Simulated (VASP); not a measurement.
# Ba (Fm-3m) in VASP: notebook, part 2 of 2

VASP 6.6.1. Earlier steps stand in the parts before.

**3. Single point, PBEsol (volume scaled by 0.85)**

INCAR

```
ALGO = Normal ; EDIFF = 1E-7
ENCUT = 520 ; GGA = PS
ISIF = 2 ; ISMEAR = -1
LASPH = True ; LCHARG = False
LREAL = False ; LWAVE = False
NBANDS = 11 ; NELM = 80
PREC = Accurate ; SIGMA = 0.08
```

KPOINTS

```
k-points
0
Gamma
  12 12 12
```

POSCAR

```
Ba
1.0
    0.0000000000      2.9187295832      2.9187295832
    2.9187295832      0.0000000000      2.9187295832
    2.9187295832      2.9187295832      0.0000000000
Ba
1
Direct
    0.0000000000      0.0000000000      0.0000000000
```

Potentials or basis: VASP PAW PBE potentials, release 64 (Ba_sv).

On the command line:

```bash
$ cat potpaw_PBE.64/Ba_sv/POTCAR > POTCAR
$ mpirun -np 1 vasp_std > vasp.out
```

OUTCAR:

```text
EDIFF = 1E-7
   ENCUT = 520
   GGA = PS
   ISIF = 2
   ISMEAR = -1
   LASPH = True
   LREAL = False
   NELM = 80
   PREC = Accurate

 ion  position               nearest neighbor table
   1  0.000  0.000  0.000-

  LATTYP: Found a face centered cubic cell.
 ALAT       =     5.8374591664

  Lattice vectors:

 A1 = (   0.0000000000,   2.9187295832,   2.9187295832)
 A2 = (   2.9187295832,   0.0000000000,   2.9187295832)
 A3 = (   2.9187295832,   2.9187295832,   0.0000000000)

Analysis of symmetry for initial positions (statically):
=====================================================================
 Subroutine PRICEL returns:
 Original cell was already a primitive cell.

 Routine SETGRP: Setting up the symmetry group for a
 face centered cubic supercell.

 Subroutine GETGRP returns: Found 48 space group operations
 (whereof 48 operations were pure point group operations)
 out of a pool of 48 trial point group operations.

The static configuration has the point symmetry O_h .

Analysis of symmetry for dynamics (positions and initial velocities):
=====================================================================
 Subroutine PRICEL returns:
 Original cell was already a primitive cell.

 Routine SETGRP: Setting up the symmetry group for a
 face centered cubic supercell.

 Subroutine GETGRP returns: Found 48 space group operations
 (whereof 48 operations were pure point group operations)
 out of a pool of 48 trial point group operations.

The dynamic configuration has the point symmetry O_h .

 Subroutine INISYM returns: Found 48 space group operations
 (whereof 48 operations are pure point group operations),
 and found     1 'primitive' translations

----------------------------------------------------------------------------------------

                                     Primitive cell

  volume of cell :      49.7292

  direct lattice vectors                    reciprocal lattice vectors
     0.000000000  2.918729583  2.918729583    -0.171307408  0.171307408  0.171307408
     2.918729583  0.000000000  2.918729583     0.171307408 -0.171307408  0.171307408
     2.918729583  2.918729583  0.000000000     0.171307408  0.171307408 -0.171307408

  length of vectors
     4.127706961  4.127706961  4.127706961     0.296713135  0.296713135  0.296713135

  position of ions in fractional coordinates (direct lattice)
     0.000000000  0.000000000  0.000000000

  ion indices of the primitive-cell ions
   primitive index   ion index
                 1           1

----------------------------------------------------------------------------------------

 KPOINTS: k-points

Automatic generation of k-mesh.
 Grid dimensions read from file:
 generate k-points for:   12   12   12

 Generating k-lattice:

  Cartesian coordinates                     Fractional coordinates (reciprocal lattice)
    -0.014275617  0.014275617  0.014275617     0.083333333  0.000000000  0.000000000
     0.014275617 -0.014275617  0.014275617     0.000000000  0.083333333  0.000000000
     0.014275617  0.014275617 -0.014275617     0.000000000  0.000000000  0.083333333

  Length of vectors
     0.024726095  0.024726095  0.024726095

  Shift w.r.t. Gamma in fractional coordinates (k-lattice)
     0.000000000  0.000000000  0.000000000

 Subroutine IBZKPT returns following result:
 ===========================================

 Found     72 irreducible k-points:

 Following reciprocal coordinates:
            Coordinates               Weight
  0.000000  0.000000  0.000000      1.000000
  0.083333  0.000000  0.000000      8.000000
  0.166667  0.000000  0.000000      8.000000
  0.250000  0.000000  0.000000      8.000000
  0.333333  0.000000  0.000000      8.000000
  0.416667  0.000000  0.000000      8.000000
[... 16 lines left out ...]
  0.500000  0.166667  0.000000     24.000000
 -0.416667  0.166667  0.000000     24.000000
 [... further k-points ...]
   k-points           NKPTS =     72   k-points in BZ     NKDIM =     72   number of bands    NBANDS=     11
   number of dos      NEDOS =    301   number of ions     NIONS =      1
   total plane-waves  NPLWV =  32768
   dimension x,y,z NGX =    32 NGY =   32 NGZ =   32
   dimension x,y,z NGXF=    64 NGYF=   64 NGZF=   64
   ions per type =               1
   NGX,Y,Z   is equivalent  to a cutoff of  12.89, 12.89, 12.89 a.u.
   NGXF,Y,Z  is equivalent  to a cutoff of  25.78, 25.78, 25.78 a.u.
 SYSTEM =  unknown system
   PREC   = accura    normal or accurate (medium, high low for compatibility)
   ISTART =      0    job   : 0-new  1-cont  2-samecut
   ICHARG =      2    charge: 1-file 2-atom 10-const
   ISPIN  =      1    spin polarized calculation?
   LNONCOLLINEAR =      F non collinear calculations
   LSORBIT =      F    spin-orbit coupling
   LASPH  =      T    aspherical Exc in radial PAW
   ENCUT  =  520.0 eV  38.22 Ry    6.18 a.u.   7.67  7.67  7.67*2*pi/ulx,y,z
   NELM   =     80;   NELMIN=  2; NELMDL= -5     # of ELM steps
   EDIFF  = 0.1E-06   stopping-criterion for ELM
   LREAL  =      F    real-space projection
   EDIFFG = 0.1E-05   stopping-criterion for IOM
   NSW    =      0    number of steps for IOM
   IBRION =     -1    ionic relax: 0-MD 1-quasi-New 2-CG
   NFREE  =      0    steps in history (QN), initial steepest desc. (CG)
   ISIF   =      2    stress and relaxation
   ISYM   =      2    0-nonsym 1-usesym 2-fastsym
   POTIM  = 0.5000    time-step for ionic-motion
   TEBEG  =    0.0;   TEEND  =   0.0 temperature during run
   PSTRESS=    0.0 pullay stress
   NELECT =      10.0000    total number of electrons
   NUPDOWN=      -1.0000    fix difference up-down
   EMIN   =  10.00;   EMAX   =-10.00  energy-range for DOS
   EFERMI =   0.00;   METHOD = LEGACY
   ISMEAR =    -1;   SIGMA  =   0.08  broadening in eV -4-tet -1-fermi 0-gaus
   EFERMI_NEDOS =   21; number of points for ismear=-14 and -15
   IALGO  =     38    algorithm
   IMIX   =      4    mixing-type and parameters
     AMIX     =   0.40;   BMIX     =  1.00
     AMIX_MAG =   1.60;   BMIX_MAG =  1.00
  volume/ion in A,a.u.               =      49.73       335.59
  Fermi-wavevector in a.u.,A,eV,Ry     =   0.959116  1.812466 12.516038  0.919903
  Thomas-Fermi vector in A             =   2.088283
   LORBIT       =      0    0 simple, 1 ext, 2 COOP (PROOUT), +10 PAW based schemes
   GGA     = PS    functional components
   LHFCALC =     F    Hartree Fock is set to
   AEXX    =    0.0000 exact exchange contribution
   IVDW    =     0    specifies the selected vdW correction
   LEPSILON=     F    determine dielectric tensor
   LRPA    =     F    only Hartree local field effects (RPA)
 non-spin polarized calculation
  energy-cutoff  :      520.00
  volume of cell :       49.73
 maximum number of plane-waves:      1363
   NGX = 15   NGY = 15   NGZ = 15

 number of electron      10.0000000 magnetization

 number of electron       9.9999999 magnetization

 Free energy of the ion-electron system (eV)
  ---------------------------------------------------
  ext. energy  EPLUGINS =         0.00000000
  ---------------------------------------------------
  free energy    TOTEN  =        -2.10168994 eV

  energy without entropy =       -2.06943708  energy(sigma->0) =       -2.08556351

 E-fermi :   2.3959     XC(G=0):  -8.3167

 val. band max:        2.3918743347   @ k =   0.5000   0.3333   0.0000
 cond. band min:       2.4028145628   @ k =  -0.4167   0.4167   0.0833
 fundamental gap:      0.0109402281
 Fermi energy:         2.3959425071

 k-point     1 :       0.0000    0.0000    0.0000
  band No.  band energies     occupation
      1     -26.0987      2.00000
      2     -10.8257      2.00000
      3     -10.8257      2.00000
      4     -10.8257      2.00000
      5      -0.4308      2.00000
      6       4.4193      0.00000
      7       4.4193      0.00000
      8       4.4193      0.00000
      9       6.4869      0.00000
     10       6.4869      0.00000
     11       8.9638      0.00000
[... 309 lines left out ...]
 k-point    24 :      -0.4167    0.1667    0.0000
  band No.  band energies     occupation
      1     -25.9762      2.00000
      2     -11.7055      2.00000
      3     -11.1334      2.00000
      4     -10.9839      2.00000
      5       1.9022      1.99583
      6       3.2675      0.00004
      7       4.1655      0.00000
      8       4.7198      0.00000
      9       7.5778      0.00000
     10       8.4666      0.00000
     11       9.7789      0.00000

 [... further k-points ...]

------------------------ aborting loop because EDIFF is reached ----------------------------------------

  FORCE on cell =-STRESS in cart. coord.  units (eV):
  Direction    XX          YY          ZZ          XY          YZ          ZX
  --------------------------------------------------------------------------------------
  -------------------------------------------------------------------------------------
  Total        0.5633401      0.5633401      0.5633401      0.0000000      0.0000000     -0.0000000
  in kB       18.1497090     18.1497090     18.1497090      0.0000000      0.0000000     -0.0000000
  external PRESSURE =      18.1497090 kB  Pullay stress =       0.0000000 kB

 VOLUME and BASIS-vectors are now :
 -----------------------------------------------------------------------------
  energy-cutoff  :      520.00
  volume of cell :       49.73
      direct lattice vectors                 reciprocal lattice vectors
     0.000000000  2.918729583  2.918729583    -0.171307408  0.171307408  0.171307408
     2.918729583  0.000000000  2.918729583     0.171307408 -0.171307408  0.171307408
     2.918729583  2.918729583  0.000000000     0.171307408  0.171307408 -0.171307408

 POSITION                                       TOTAL-FORCE (eV/Angst)
 -----------------------------------------------------------------------------------
      0.00000      0.00000      0.00000         0.000000      0.000000      0.000000
 -----------------------------------------------------------------------------------
    total drift:                                0.000000      0.000000      0.000000

  FREE ENERGIE OF THE ION-ELECTRON SYSTEM (eV)
  ---------------------------------------------------
  free  energy   TOTEN  =        -2.1016899368 eV

  energy  without entropy=       -2.0694370825  energy(sigma->0) =       -2.08556351
```

OSZICAR:

```text
N       E                     dE             d eps       ncg     rms          rms(c)
DAV:   1     0.506851988701E+02    0.50685E+02   -0.44705E+03  1584   0.775E+02
DAV:   2    -0.201447736030E-01   -0.50705E+02   -0.49393E+02  1949   0.142E+02
DAV:   3    -0.206236790911E+01   -0.20422E+01   -0.20261E+01  1989   0.285E+01
DAV:   4    -0.211306444445E+01   -0.50697E-01   -0.50602E-01  1994   0.424E+00
DAV:   5    -0.211465357343E+01   -0.15891E-02   -0.15890E-02  2091   0.590E-01    0.233E+00
DAV:   6    -0.210612207418E+01    0.85315E-02   -0.84446E-03  2222   0.715E-01    0.134E+00
DAV:   7    -0.210168425848E+01    0.44378E-02   -0.11131E-02  2395   0.839E-01    0.836E-02
DAV:   8    -0.210168727315E+01   -0.30147E-05   -0.13639E-04  1903   0.831E-02    0.118E-02
DAV:   9    -0.210169075673E+01   -0.34836E-05   -0.39532E-06  2205   0.135E-02    0.444E-03
DAV:  10    -0.210169000254E+01    0.75419E-06   -0.70311E-07  1925   0.563E-03    0.794E-04
DAV:  11    -0.210168993680E+01    0.65745E-07   -0.91108E-09  1102   0.647E-04
   1 F= -.21016899E+01 E0= -.20855635E+01  d E =-.322529E-01
```

Run time: 80 s. Hardware: 1 thread of AMD EPYC 7R13, shared host; peak memory 0.16 GiB.

What came out:

| Property | Result |
| --- | --- |
| Free energy | -2.1017 eV |
| Pressure | 1.8 GPa |
| Band gap on the k mesh | zero (band 5 reaches 2.67 eV, above the bottom of band 6 at 1.96 eV) |

Levels at points of the mesh, in eV from the Fermi level:
```tsv
k point	band 3	band 4	band 5	band 6	band 7	band 8
(0.00, 0.00, 0.00)	-13.22	-13.22	-2.83	2.02	2.02	2.02
(0.50, 0.00, 0.00)	-13.34	-13.34	-1.06	1.82	1.82	1.95
(0.50, 0.50, 0.00)	-13.56	-13.56	-1.12	-0.44	3.23	5.75
```

Caveat: the PAW data sets were made with another functional, which shifts forces and pressure a little; spin-orbit coupling is left out, which moves the levels of the heavy elements.
